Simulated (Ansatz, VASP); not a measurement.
# Pd in VASP and in Ansatz

Contents of INCAR:

```
SYSTEM = Pd
PREC = Accurate
ENCUT = 520
EDIFF = 1E-6
ISMEAR = -1
SIGMA = 0.05
LREAL = .False.
LASPH = .True.
NELM = 150
ALGO = Normal
ISIF = 2
LWAVE = .False.
LCHARG = .True.
ISPIN = 2
MAGMOM = -0.45 -0.45
LORBIT = 11
LMAXMIX = 4
GGA = RE
LELF = .True.
LVHAR = .True.
NBANDS = 21
```

The input KPOINTS:

```
Automatic mesh
0
Gamma
  11 11 11
  0 0 0
```

Contents of POSCAR:

```
Pd
1.0
    0.0000000000      2.9347508181      2.9347508181
    2.9347508181      0.0000000000      2.9347508181
    2.9347508181      2.9347508181      0.0000000000
Pd
2
Direct
    0.1250000000      0.1250000000      0.1250000000
    0.8750000000      0.8750000000      0.8750000000
```

Input for Ansatz:

```yaml
crystal:
  lattice:
    - [0.0, 2.9347508181, 2.9347508181]
    - [2.9347508181, 0.0, 2.9347508181]
    - [2.9347508181, 2.9347508181, 0.0]
  atoms:
    - { symbol: Pd, position: [0.125, 0.125, 0.125], spin: -0.45 }
    - { symbol: Pd, position: [0.875, 0.875, 0.875], spin: -0.45 }
hamiltonian:
  xc: revpbe
  pseudopotentials:
    kind: paw
    azcp:
      Pd: "pseudopotentials/Pd.paw.azcp"
basis:
  ecutwfc: 420
  fft_grid_basis: typed
kpoints:
  mp_grid: { grid: [11, 11, 11], shift: [0, 0, 0] }
magnetization:
  spin_polarized: true
scf:
  occupations: { method: fermi_dirac, width: 0.05 }
  lower_state_search: "off"
output:
  stress: true
```

Alike in both runs: task single point; functional revPBE; k mesh 11 × 11 × 11; occupations fermi-dirac, width 0.05 eV; collinear spin.

|  | VASP | Ansatz |
| --- | --- | --- |
| version | VASP 6.6.1 | Ansatz 0.2.0 |
| potentials or method | VASP PAW PBE potentials, release 64 (Pd), cutoff 520 eV | plane waves (420 eV) with PAW, scalar-relativistic |
| valence electrons in the cell | 20 | 36 |

|  | VASP | Ansatz | Ansatz less VASP |
| --- | --- | --- | --- |
| pressure (GPa) | -0.2 | 0.0 | +0.24 |
| net moment per atom (μB) | 0.47 | 0.47 | 0.000 |
| size of the moment on the site where the two differ most (μB) | 0.46 | 0.46 | -0.003 |

VASP's potentials were made for PBE, not for revPBE. Site moments also hang on the region over which each program counts them. With one functional, cell and mesh, what is left measures potentials, basis and numerics. VASP's potentials hold 20 valence electrons a cell and Ansatz's 36, so a difference there can come from the potentials and not from the codes.
